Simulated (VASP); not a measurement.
# Be (Im-3m) in VASP: a series of runs, part 2 of 2

VASP 6.6.1. Earlier steps stand in the parts before.

## Step 3: Single point, LDA (volume scaled by 1.12)

Contents of INCAR:

```
SYSTEM = Be
ALGO = Normal ; EDIFF = 1E-6
ENCUT = 520 ; ISIF = 2
ISMEAR = -1 ; LASPH = .TRUE.
LCHARG = .TRUE. ; LELF = .TRUE.
LREAL = .FALSE. ; LVHAR = .TRUE.
LWAVE = .FALSE. ; NBANDS = 7
NELM = 100 ; PREC = Accurate
SIGMA = 0.1
```

Contents of KPOINTS:

```
k-points
0
G
  20 20 20
  0 0 0
```

Contents of POSCAR:

```
Be
1.0
   -1.2786237115      1.2786237115      1.2786237115
    1.2786237115     -1.2786237115      1.2786237115
    1.2786237115      1.2786237115     -1.2786237115
Be
1
Direct
    0.0000000000      0.0000000000      0.0000000000
```

Potentials or basis: VASP PAW LDA potentials, release 64 (Be).

Command:

```bash
$ cat potpaw_LDA.64/Be/POTCAR > POTCAR
$ mpirun -np 1 vasp_std > vasp.out
```

Run time: 4.9 s. Hardware: 1 thread of Intel Xeon Platinum 8259CL at 2.50GHz (Skylake/Cascade Lake), shared host; peak memory 0.11 GiB.

The run converged. Its results:

```yaml
Free_energy: -4.0803 eV
Pressure: -12.2 GPa
Band_gap_on_the_k_mesh: zero (band 1 reaches 10.84 eV, above the bottom of band 2 at 5.94 eV)
```

Levels at points of the mesh, in eV from the Fermi level:
```csv
k point,band 1,band 2,band 3,band 4
"(0.00, 0.00, 0.00)",-11.72,18.06,18.06,18.06
"(0.50, 0.00, 0.00)",-4.96,0.33,11.45,14.57
"(0.50, 0.50, 0.50)",3.70,3.70,3.70,9.66
```

Caveat: the cell differs from its parent crystal (volume scaled by 1.12).

## Step 4: Relaxation of cell and atoms, LDA

This run uses another cell than the first one, of 8.11 Å³/atom, 1.006 times its volume.

Contents of INCAR:

```
PREC = Accurate
ENCUT = 600
EDIFF = 1E-6
ISMEAR = -1
SIGMA = 0.1
LREAL = F
LASPH = T
NELM = 80
ALGO = Normal
ISIF = 3
LWAVE = F
LCHARG = F
GGA = CA
IBRION = 2
NSW = 80
EDIFFG = -0.01
```

Contents of KPOINTS:

```
regular mesh
0
Gamma
  17 17 17
```

Contents of POSCAR:

```
Be
1.0
   -1.2658080948      1.2658080948      1.2658080948
    1.2658080948     -1.2658080948      1.2658080948
    1.2658080948      1.2658080948     -1.2658080948
Be
1
Direct
    0.0000000000      0.0000000000      0.0000000000
```

Command:

```bash
$ cat potpaw_LDA.64/Be/POTCAR > POTCAR
$ mpirun -np 1 vasp_std > vasp.out
```

Run time: 8.8 s. Hardware: 1 thread of Intel Xeon Platinum 8259CL at 2.50GHz (Skylake/Cascade Lake), shared host; peak memory 0.11 GiB.

Results (log left out):

| Item | Value |
| --- | --- |
| Free energy | -4.1126 eV |
| Relaxed volume | 7.49 Å³/atom |
| Relaxed cell | a = 2.135 Å, b = 2.135 Å, c = 2.135 Å, α = 109.47°, β = 109.47°, γ = 109.47° |
| Space group after relaxing (to 0.05 Å) | Im-3m (No. 229) |
| Energy gained by relaxing | 19.0 meV/atom |
| Ionic steps | 3 |
| Pressure after relaxing | -0.1 GPa |
| Band gap on the k mesh | zero (band 1 reaches 11.37 eV, above the bottom of band 2 at 6.76 eV) |

The path:
```tsv
step	energy change (eV)	largest force (eV/Å)	pressure (GPa)	volume (Å³)
1	0.0000	0.0000	-9.22	8.11
2	-0.0186	0.0000	-1.51	7.58
3	-0.0190	0.0000	-0.06	7.49
```

Final structure:
```cif
data_structure
_symmetry_space_group_name_H-M 'P 1'
_symmetry_Int_Tables_number 1
_cell_length_a 2.1351
_cell_length_b 2.1351
_cell_length_c 2.1351
_cell_angle_alpha 109.471
_cell_angle_beta 109.471
_cell_angle_gamma 109.471
_cell_volume 7.49
loop_
_atom_site_label
_atom_site_type_symbol
_atom_site_fract_x
_atom_site_fract_y
_atom_site_fract_z
_atom_site_occupancy
Be1 Be 0.00000 0.00000 0.00000 1
```

Levels at points of the mesh, in eV from the Fermi level:
| k point | band 1 | band 2 | band 3 | band 4 |
| --- | --- | --- | --- | --- |
| (0.00, 0.00, 0.00) | -12.42 | 19.73 | 19.73 | 19.73 |

## Step 5: Single point, LDA

This run uses another cell than the first one, of 7.47 Å³/atom, 0.926 times its volume.

Contents of INCAR:

```
  ALGO = Normal
  EDIFF = 1E-6
  ENCUT = 520
  GGA = CA
  ISIF = 2
  ISMEAR = -1
  LASPH = T
  LCHARG = F
  LREAL = F
  LWAVE = F
  NBANDS = 7
  NELM = 100
  PREC = Accurate
  SIGMA = 0.1
```

Contents of KPOINTS:

```
k-points
0
Gamma
  29 29 29
```

Contents of POSCAR:

```
Be
1.0
   -1.2312230755      1.2312230755      1.2312230755
    1.2312230755     -1.2312230755      1.2312230755
    1.2312230755      1.2312230755     -1.2312230755
Be
1
Direct
    0.0000000000      0.0000000000      0.0000000000
```

Command:

```bash
$ cat potpaw_LDA.64/Be/POTCAR > POTCAR
$ mpirun -np 1 vasp_std > vasp.out
```

Run time: 10 s. Hardware: 1 thread of Intel Xeon Platinum 8259CL at 2.50GHz (Skylake/Cascade Lake), shared host; peak memory 0.13 GiB.

Results (log left out):

- Free energy: -4.1151 eV
- Pressure: 0.4 GPa
- Band gap on the k mesh: zero (band 1 reaches 11.88 eV, above the bottom of band 2 at 6.72 eV)

Levels at points of the mesh, in eV from the Fermi level:
```tsv
k point	band 1	band 2	band 3	band 4
(0.00, 0.00, 0.00)	-12.42	19.80	19.80	19.80
```

## Step 6: Single point, LDA, non-collinear spin, zero start, spin-orbit coupling

This run uses another cell than the first one, of 7.47 Å³/atom, 0.926 times its volume.

Contents of INCAR:

```
SYSTEM = Be
  PREC = Accurate
  ENCUT = 520
  EDIFF = 1E-6
  ISMEAR = -1
  SIGMA = 0.1
  LREAL = .FALSE.
  LASPH = .TRUE.
  NELM = 150
  ALGO = Normal
  ISIF = 2
  LWAVE = .FALSE.
  LCHARG = .TRUE.
  LNONCOLLINEAR = .TRUE.
  MAGMOM = 0 0 0
  LORBIT = 11
  LSORBIT = .TRUE.
  GGA_COMPAT = .FALSE.
  LORBMOM = .TRUE.
  LVHAR = .TRUE.
  NBANDS = 13
```

Contents of KPOINTS:

```
Automatic mesh
0
G
  18 18 18
  0 0 0
```

POSCAR is that of step 5.

Potentials or basis: VASP PAW LDA potentials, release 64 (Be).

Command:

```bash
$ cat potpaw_LDA.64/Be/POTCAR > POTCAR
$ mpirun -np 1 vasp_ncl > vasp.out
```

OUTCAR:

```text
SYSTEM = Be
   PREC = Accurate
   ENCUT = 520
   EDIFF = 1E-6
   ISMEAR = -1
   LREAL = .FALSE.
   LASPH = .TRUE.
   NELM = 150
   ISIF = 2
   LNONCOLLINEAR = .TRUE.
   LORBIT = 11
   LSORBIT = .TRUE.

 ion  position               nearest neighbor table
   1  0.000  0.000  0.000-

  LATTYP: Found a body centered cubic cell.
 ALAT       =     2.4624461510

  Lattice vectors:

 A1 = (  -1.2312230755,   1.2312230755,   1.2312230755)
 A2 = (   1.2312230755,  -1.2312230755,   1.2312230755)
 A3 = (   1.2312230755,   1.2312230755,  -1.2312230755)

Analysis of symmetry for initial positions (statically):
[... 630 lines left out ...]
 --------------------------------
  1        -0.000  -0.000
 --------------------------------
           -0.000  -0.000

 Spin-Orbit-Coupling matrix elements

 Ion:    1  E_soc:     -0.0000004
 l=   1
     0.0000000    -0.0000001    -0.0000001
    -0.0000001     0.0000000    -0.0000001
    -0.0000001    -0.0000001     0.0000000
 l=   2
     0.0000000     0.0000000     0.0000000     0.0000000     0.0000000
     0.0000000     0.0000000     0.0000000     0.0000000     0.0000000
     0.0000000     0.0000000     0.0000000     0.0000000     0.0000000
     0.0000000     0.0000000     0.0000000     0.0000000     0.0000000
     0.0000000     0.0000000     0.0000000     0.0000000     0.0000000
 l=   3
     0.0000000     0.0000000     0.0000000     0.0000000     0.0000000     0.0000000     0.0000000
     0.0000000     0.0000000     0.0000000     0.0000000     0.0000000     0.0000000     0.0000000
     0.0000000     0.0000000     0.0000000     0.0000000     0.0000000     0.0000000     0.0000000
     0.0000000     0.0000000     0.0000000     0.0000000     0.0000000     0.0000000     0.0000000
     0.0000000     0.0000000     0.0000000     0.0000000     0.0000000     0.0000000     0.0000000
     0.0000000     0.0000000     0.0000000     0.0000000     0.0000000     0.0000000     0.0000000
     0.0000000     0.0000000     0.0000000     0.0000000     0.0000000     0.0000000     0.0000000

 total charge

# of ion       s       p       d       tot
------------------------------------------
    1        0.399   0.823   0.000   1.223

 magnetization (x)

# of ion       s       p       d       tot
------------------------------------------
    1        0.000  -0.000   0.000  -0.000

 magnetization (y)

# of ion       s       p       d       tot
------------------------------------------
    1        0.000   0.000   0.000   0.000

 magnetization (z)

# of ion       s       p       d       tot
------------------------------------------
    1        0.000  -0.000   0.000  -0.000
```

OSZICAR:

```text
N       E                     dE             d eps       ncg     rms          rms(c)
DAV:   1    -0.481458384787E+00   -0.48146E+00   -0.97188E+02  5150   0.261E+02
DAV:   2    -0.409224262916E+01   -0.36108E+01   -0.35098E+01  6566   0.525E+01
DAV:   3    -0.414107021461E+01   -0.48828E-01   -0.48616E-01  6040   0.392E+00
DAV:   4    -0.414108594345E+01   -0.15729E-04   -0.15728E-04  5885   0.852E-02
DAV:   5    -0.414108594515E+01   -0.16965E-08   -0.31173E-08  5966   0.131E-03    0.822E-01
DAV:   6    -0.412338072565E+01    0.17705E-01   -0.63561E-04  5680   0.206E-01    0.497E-01
DAV:   7    -0.411537337645E+01    0.80073E-02   -0.90039E-04  5530   0.249E-01    0.145E-02
DAV:   8    -0.411536998046E+01    0.33960E-05   -0.25735E-06  5990   0.123E-02    0.316E-03
DAV:   9    -0.411536975476E+01    0.22570E-06   -0.13092E-07  4532   0.282E-03
   1 F= -.41153698E+01 E0= -.41132860E+01  d E =-.416752E-02  mag=     0.0000    -0.0000    -0.0000
```

It took 15 s on 1 thread of Intel Xeon Platinum 8259CL at 2.50GHz (Skylake/Cascade Lake), shared host; peak memory 0.13 GiB.

What came out:

```
Free energy                                           : -4.1154 eV
Pressure                                              : 0.3 GPa
Net moment                                            : 0.00 μB per cell
Valence electrons inside the program's atomic spheres : Be 1.22
```

Moments on the atoms (μB; x, y, z):
```
Be  0.00 0.00 0.00
```

## Step 7: Overview

| task | spin | cell | k mesh | cutoff (eV) | gap on the mesh (eV) | pressure (GPa) |
| --- | --- | --- | --- | --- | --- | --- |
| single point | off | a = 2.188 Å, angles 109.5°, 1 atom | 20 × 20 × 20 | 520 | none | -8.7 |
| single point | off | a = 2.215 Å, angles 109.5°, 1 atom | 20 × 20 × 20 | 520 | none | -12.2 |
| relaxation of cell and atoms | off | relaxed from a = 2.192 Å, angles 109.5°, 1 atom | 17 × 17 × 17 | 600 | none | -0.1 |
| single point | off | a = 2.133 Å, angles 109.5°, 1 atom | 29 × 29 × 29 | 520 | none | 0.4 |
| single point | non-collinear, zero start, SOC | a = 2.133 Å, angles 109.5°, 1 atom | 18 × 18 × 18 | 520 | - | 0.3 |

Alike in all rows: level LDA; potentials or basis VASP PAW LDA potentials, release 64 (Be); smearing fermi-dirac 0.1 eV.

Absolute energies hang on the potentials; compare differences alone.
